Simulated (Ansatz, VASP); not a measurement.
**Si3N: VASP beside Ansatz**

File INCAR:

```
SYSTEM = Si3N
ALGO     = Normal         ! electronic algorithm
DIPOL    = 0.5 0.5 0.321
EDIFF    = 1E-7           ! SCF threshold, eV
ENCUT    = 520            ! plane-wave cutoff, eV
GGA      = PE             ! functional
IDIPOL   = 3            
ISIF     = 2              ! what is computed and relaxed
ISMEAR   = 0              ! smearing method
IVDW     = 12             ! dispersion correction
LASPH    = .True.         ! aspherical terms in the spheres
LCHARG   = .True.         ! write CHGCAR
LDIPOL   = .True.       
LELF     = .True.         ! ELF
LREAL    = .False.        ! projectors in reciprocal space
LVACPOTAV= .True.       
LVHAR    = .True.       
LWAVE    = .False.        ! write WAVECAR
NBANDS   = 27             ! bands
NELM     = 80             ! most SCF steps
PREC     = Accurate       ! precision mode
SIGMA    = 0.05           ! smearing width, eV
```

Contents of KPOINTS:

```
k-points
0
Gamma
  7 5 1
  0 0 0
```

File POSCAR:

```
Si3N
1.0
    3.8333442755      0.0000000000      0.0000000000
    0.0000000000      5.4211674636      0.0000000000
    0.0000000000      0.0000000000     22.4877586337
Si N
6 2
Direct
    0.5000000000      0.0000000000      0.1778745523
    0.0000000000      0.2500000000      0.1778745523
    0.0000000000      0.5038839981      0.2608672216
    0.5000000000      0.7461160019      0.2608672216
    0.5000000000      0.0086033066      0.3418641564
    0.0000000000      0.2413966934      0.3418641564
    0.6666666667      0.8419366399      0.4797169344
    0.6666666667      0.8419366399      0.5286324363
```

Input for Ansatz:

```yaml
crystal:
  lattice:
    - [3.8333442755, 0.0, 0.0]
    - [0.0, 5.4211674636, 0.0]
    - [0.0, 0.0, 22.4877586337]
  atoms:
    - { symbol: Si, position: [0.5, 0.0, 0.1778745523] }
    - { symbol: Si, position: [0.0, 0.25, 0.1778745523] }
    - { symbol: Si, position: [0.0, 0.5038839981, 0.2608672216] }
    - { symbol: Si, position: [0.5, 0.7461160019, 0.2608672216] }
    - { symbol: Si, position: [0.5, 0.0086033066, 0.3418641564] }
    - { symbol: Si, position: [0.0, 0.2413966934, 0.3418641564] }
    - { symbol: "N", position: [0.6666666667, 0.8419366399, 0.4797169344] }
    - { symbol: "N", position: [0.6666666667, 0.8419366399, 0.5286324363] }
basis:
  ecutwfc: 420
kpoints:
  mp_grid: { grid: [7, 5, 1] }
hamiltonian:
  xc: pbe
  pseudopotentials: { kind: paw, azcp: { folder: soft_1 } }
  dispersion: d3bj
scf:
  occupations: { method: gaussian, width: 0.05 }
output:
  forces: true
  eigenvalues: true
efield:
  axis: 3
  dipole_correction: true
  ramp_width: 0.04
```

Alike in both runs: task single point; functional PBE; dispersion D3(BJ); k mesh 7 × 5 × 1; occupations gaussian, width 0.05 eV; no spin polarisation.

```csv
,VASP,Ansatz
version,VASP 6.6.1,Ansatz 0.2.0
potentials or method,"VASP PAW PBE potentials, release 64 (Si, N), cutoff 520 eV","scalar-relativistic, plane waves, PAW"
valence electrons in the cell,34,34
```

|  | VASP | Ansatz | Ansatz less VASP |
| --- | --- | --- | --- |
| gap on the k mesh at the Fermi level (eV) | none | none | - |
| rms of the force components (eV/Å) | 0.636 | 0.191 | -0.4450 |
| work function, face that differs most (eV) | 4.83 | 4.83 | -0.002 |

Atom by atom the forces differ by 0.519 eV/Å (rms over components). A gap of «none» marks a metal or a gap that the smearing closes. One of these differences is far larger than is usual between the two programs; its cause wasn't traced.

Noted on VASP's run: the standard files for N, O and F lose accuracy on very short bonds.
